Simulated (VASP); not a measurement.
# Au (Im-3m) in VASP: notebook, part 3 of 3

VASP 6.6.1. Earlier steps stand in the parts before.

## (7) Relaxation of cell and atoms, LDA, target pressure 45 GPa, at which the enthalpy is minimised

This run uses another cell than the first one, of 16.85 Å³/atom.

The input, INCAR:

```
PREC = Accurate
ENCUT = 500
EDIFF = 1E-7
ISMEAR = -1
SIGMA = 0.05
LREAL = F
LASPH = T
NELM = 120
ALGO = Normal
ISIF = 3
LWAVE = F
LCHARG = F
GGA = CA
IBRION = 2
NSW = 60
EDIFFG = -0.03
PSTRESS = 450.0
GGA_COMPAT = F
NELMIN = 4
```

The input, KPOINTS:

```
Automatic mesh
0
Gamma
  20 20 20
```

The input, POSCAR:

```
Au
1.0
   -1.6150000000      1.6150000000      1.6150000000
    1.6150000000     -1.6150000000      1.6150000000
    1.6150000000      1.6150000000     -1.6150000000
Au
1
Direct
    0.0000000000      0.0000000000      0.0000000000
```

Potentials or basis: VASP PAW LDA potentials, release 64 (Au).

On the command line:

```console
$ cat potpaw_LDA.64/Au/POTCAR > POTCAR
$ mpirun -np 1 vasp_std > vasp.out
```

OUTCAR:

```text
PREC = Accurate
   ENCUT = 500
   EDIFF = 1E-7
   ISMEAR = -1
   LREAL = F
   LASPH = T
   NELM = 120
   ISIF = 3
   GGA = CA
   IBRION = 2
   NSW = 60
   EDIFFG = -0.03
   PSTRESS = 450.0
   NELMIN = 4

 ion  position               nearest neighbor table
   1  0.000  0.000  0.000-

  LATTYP: Found a body centered cubic cell.
 ALAT       =     3.2300000000

  Lattice vectors:

 A1 = (  -1.6150000000,   1.6150000000,   1.6150000000)
 A2 = (   1.6150000000,  -1.6150000000,   1.6150000000)
 A3 = (   1.6150000000,   1.6150000000,  -1.6150000000)

Analysis of symmetry for initial positions (statically):
=====================================================================
 Subroutine PRICEL returns:
 Original cell was already a primitive cell.

 Routine SETGRP: Setting up the symmetry group for a
 body centered cubic supercell.

 Subroutine GETGRP returns: Found 48 space group operations
 (whereof 48 operations were pure point group operations)
 out of a pool of 48 trial point group operations.

The static configuration has the point symmetry O_h .

Analysis of symmetry for dynamics (positions and initial velocities):
=====================================================================
 Subroutine PRICEL returns:
 Original cell was already a primitive cell.

 Routine SETGRP: Setting up the symmetry group for a
 body centered cubic supercell.

 Subroutine GETGRP returns: Found 48 space group operations
 (whereof 48 operations were pure point group operations)
 out of a pool of 48 trial point group operations.

The dynamic configuration has the point symmetry O_h .

 Subroutine INISYM returns: Found 48 space group operations
 (whereof 48 operations are pure point group operations),
 and found     1 'primitive' translations

----------------------------------------------------------------------------------------

                                     Primitive cell

  volume of cell :      16.8491

  direct lattice vectors                    reciprocal lattice vectors
    -1.615000000  1.615000000  1.615000000     0.000000000  0.309597523  0.309597523
     1.615000000 -1.615000000  1.615000000     0.309597523  0.000000000  0.309597523
[... 90 lines left out ...]
   ISYM   =      2    0-nonsym 1-usesym 2-fastsym
   POTIM  = 0.5000    time-step for ionic-motion
   TEBEG  =    0.0;   TEEND  =   0.0 temperature during run
   PSTRESS=  450.0 pullay stress
   NELECT =      11.0000    total number of electrons
   NUPDOWN=      -1.0000    fix difference up-down
   EMIN   =  10.00;   EMAX   =-10.00  energy-range for DOS
   EFERMI =   0.00;   METHOD = LEGACY
   ISMEAR =    -1;   SIGMA  =   0.05  broadening in eV -4-tet -1-fermi 0-gaus
   EFERMI_NEDOS =   21; number of points for ismear=-14 and -15
   IALGO  =     38    algorithm
   IMIX   =      4    mixing-type and parameters
     AMIX     =   0.40;   BMIX     =  1.00
     AMIX_MAG =   1.60;   BMIX_MAG =  1.00
  volume/ion in A,a.u.               =      16.85       113.70
  Fermi-wavevector in a.u.,A,eV,Ry     =   1.420190  2.683770 27.442141  2.016940
  Thomas-Fermi vector in A             =   2.541132
   LORBIT       =      0    0 simple, 1 ext, 2 COOP (PROOUT), +10 PAW based schemes
   GGA     = CA    functional components
   LHFCALC =     F    Hartree Fock is set to
   AEXX    =    0.0000 exact exchange contribution
   IVDW    =     0    specifies the selected vdW correction
   LEPSILON=     F    determine dielectric tensor
   LRPA    =     F    only Hartree local field effects (RPA)
 conjugate gradient relaxation of ions
 non-spin polarized calculation
  energy-cutoff  :      500.00
  volume of cell :       16.85
 maximum number of plane-waves:       445
   NGX = 11   NGY = 11   NGZ = 11

--------------------------------------- Ionic step        1  -------------------------------------------

 number of electron      11.0000004 magnetization

 Free energy of the ion-electron system (eV)
  ---------------------------------------------------
  ext. energy  EPLUGINS =         0.00000000
  ---------------------------------------------------
  free energy    TOTEN  =        -4.42500928 eV

  energy without entropy =       -4.42364364  energy(sigma->0) =       -4.42432646

 E-fermi :   9.4842     XC(G=0): -13.0520

 val. band max:        9.4028096076   @ k =   0.4000   0.0500   0.0500
 cond. band min:       9.5633138798   @ k =   0.4000   0.1000   0.0000
 fundamental gap:      0.1605042722
 Fermi energy:         9.4842459901

 k-point     1 :       0.0000    0.0000    0.0000
  band No.  band energies     occupation
      1      -0.5449      2.00000
      2       4.5201      2.00000
      3       4.5201      2.00000
      4       4.5201      2.00000
      5       6.5251      2.00000
      6       6.5251      2.00000
      7      25.9524      0.00000
      8      25.9524      0.00000
      9      25.9524      0.00000
[... 571 lines left out ...]
--------------------------------------- Ionic step        9  -------------------------------------------

 number of electron      11.0000002 magnetization

 Free energy of the ion-electron system (eV)
  ---------------------------------------------------
  ext. energy  EPLUGINS =         0.00000000
  ---------------------------------------------------
  free energy    TOTEN  =        -4.14638204 eV

  energy without entropy =       -4.14467786  energy(sigma->0) =       -4.14552995

 E-fermi :  12.5723     XC(G=0): -14.0238

 val. band max:       12.5128219999   @ k =  -0.4500   0.5000   0.0500
 cond. band min:      12.5981764972   @ k =  -0.3000   0.4500   0.1000
 fundamental gap:      0.0853544974
 Fermi energy:        12.5723311096

 k-point     1 :       0.0000    0.0000    0.0000
  band No.  band energies     occupation
      1       0.6507      2.00000
      2       6.5581      2.00000
      3       6.5581      2.00000
      4       6.5581      2.00000
      5       9.1498      2.00000
      6       9.1498      2.00000
      7      28.8804      0.00000
      8      28.8804      0.00000
      9      28.8804      0.00000
[... 308 lines left out ...]
  energy  without entropy=       -4.1446778586  energy(sigma->0) =       -4.14552995

  enthalpy is  TOTEN    =        -0.1310348084 eV   P V=        4.0153472307

 reached required accuracy - stopping structural energy minimisation
```

OSZICAR:

```text
N       E                     dE             d eps       ncg     rms          rms(c)
DAV:   1     0.408063707432E+02    0.40806E+02   -0.57620E+03  5128   0.106E+03
DAV:   2    -0.440867383261E+01   -0.45215E+02   -0.42467E+02  4799   0.197E+02
DAV:   3    -0.476565936767E+01   -0.35699E+00   -0.35666E+00  5211   0.187E+01
[... 79 lines left out ...]
DAV:   1    -0.415349328691E+01    0.24498E-01   -0.16086E-01  4635   0.463E+00    0.566E-01
DAV:   2    -0.414685449670E+01    0.66388E-02   -0.19585E-02  4641   0.142E+00    0.276E-01
DAV:   3    -0.414638620518E+01    0.46829E-03   -0.20686E-03  4813   0.442E-01    0.164E-01
DAV:   4    -0.414638213045E+01    0.40747E-05   -0.63066E-05  4868   0.709E-02    0.558E-03
DAV:   5    -0.414638203915E+01    0.91296E-07   -0.81287E-07  4875   0.102E-02
   9 F= -.13103481E+00 E0= -.13018272E+00  d E =-.990152E-04
```

CONTCAR:

```text
Au
   1.00000000000000
    -1.5289280962318375    1.5289280962318375    1.5289280962318375
     1.5289280962318375   -1.5289280962318375    1.5289280962318375
     1.5289280962318375    1.5289280962318375   -1.5289280962318375
  Au
     1
Direct
     0.0000000000000000    0.0000000000000000    0.0000000000000000

  0.00000000E+00  0.00000000E+00  0.00000000E+00
```

It took 66 s on 1 thread of Intel Xeon 6975P-C (Granite Rapids), shared host; peak memory 0.17 GiB.

What came out:

| Property | Result |
| --- | --- |
| Free energy | -4.1464 eV |
| Relaxed volume | 14.30 Å³/atom |
| Relaxed cell | a = 2.648 Å, b = 2.648 Å, c = 2.648 Å, α = 109.47°, β = 109.47°, γ = 109.47° |
| Space group after relaxing (to 0.1 Å) | Im-3m (No. 229) |
| Energy change on relaxing (the run minimises the enthalpy) | +278.6 meV/atom |
| Ionic steps | 9 |
| Pressure after relaxing | 45.0 GPa |
| Band gap on the k mesh | zero (an odd number of electrons rules out a gap without spin polarisation) |

Step by step:
| step | energy change (eV) | largest force (eV/Å) | pressure (GPa) | volume (Å³) |
| --- | --- | --- | --- | --- |
| 1 | 0.0000 | 0.0000 | -2.18 | 16.85 |
| 2 | 17.0381 | 0.0000 | 1311.03 | 7.41 |
| 3 | 0.0198 | 0.0000 | 9.77 | 15.92 |
| 4 | 0.0750 | 0.0000 | 20.18 | 15.32 |
| 5 | 0.3187 | 0.0000 | 49.13 | 14.16 |
| 6 | 0.2744 | 0.0000 | 44.55 | 14.31 |
| 7 | 0.2879 | 0.0000 | 45.96 | 14.26 |
| 8 | 0.2470 | 0.0000 | 41.64 | 14.41 |
| 9 | 0.2786 | 0.0000 | 44.97 | 14.30 |

Final structure:
```
CELL_PARAMETERS angstrom
-1.52893 1.52893 1.52893
1.52893 -1.52893 1.52893
1.52893 1.52893 -1.52893
ATOMIC_POSITIONS crystal
Au 0.00000 0.00000 0.00000
```

Levels at points of the mesh, in eV from the Fermi level:
```csv
k point,band 4,band 5,band 6,band 7,band 8,band 9
"(0.00, 0.00, 0.00)",-6.01,-3.42,-3.42,16.31,16.31,16.31
"(0.50, 0.00, 0.00)",-3.10,-1.48,-1.26,4.77,12.26,15.13
"(0.50, 0.50, 0.50)",-1.81,-1.81,6.42,6.42,6.42,12.03
```

Caveat: the cell is relaxed towards a set pressure, so the run minimises the enthalpy, not the energy; the volume moved by over 15 % at a fixed basis, so the end points are rough; spin-orbit coupling is left out, which moves the levels of the heavy elements.

## (8) The runs side by side

| task | cell | gap on the mesh (eV) | pressure (GPa) |
| --- | --- | --- | --- |
| single point | a = 2.724 Å, angles 109.5°, 1 atom | none | 15.7 |
| single point | a = 2.784 Å, angles 109.5°, 1 atom | none | 0.5 |
| relaxation of cell and atoms | relaxed from a = 2.797 Å, angles 109.5°, 1 atom | none | 0.0 |
| relaxation of cell and atoms | relaxed to 15 GPa from a = 2.797 Å, angles 109.5°, 1 atom | none | 15.0 |
| relaxation of cell and atoms | relaxed to 30 GPa from a = 2.797 Å, angles 109.5°, 1 atom | none | 30.1 |
| relaxation of cell and atoms | relaxed to 45 GPa from a = 2.797 Å, angles 109.5°, 1 atom | none | 45.0 |

Alike in all rows: level LDA; potentials or basis VASP PAW LDA potentials, release 64 (Au); no spin polarisation; k mesh 20 × 20 × 20; cutoff (eV) 500; smearing fermi-dirac 0.05 eV.

Caveats: spin-orbit coupling is left out, which moves the levels of the heavy elements; the cell is relaxed towards a set pressure, so the run minimises the enthalpy, not the energy (at least some runs); the cell stands under pressure (at least some runs); the volume moved by over 15 % at a fixed basis, so the end points are rough (at least some runs).

Total energies depend on the potentials used, so only differences within one code and one set of settings carry meaning.
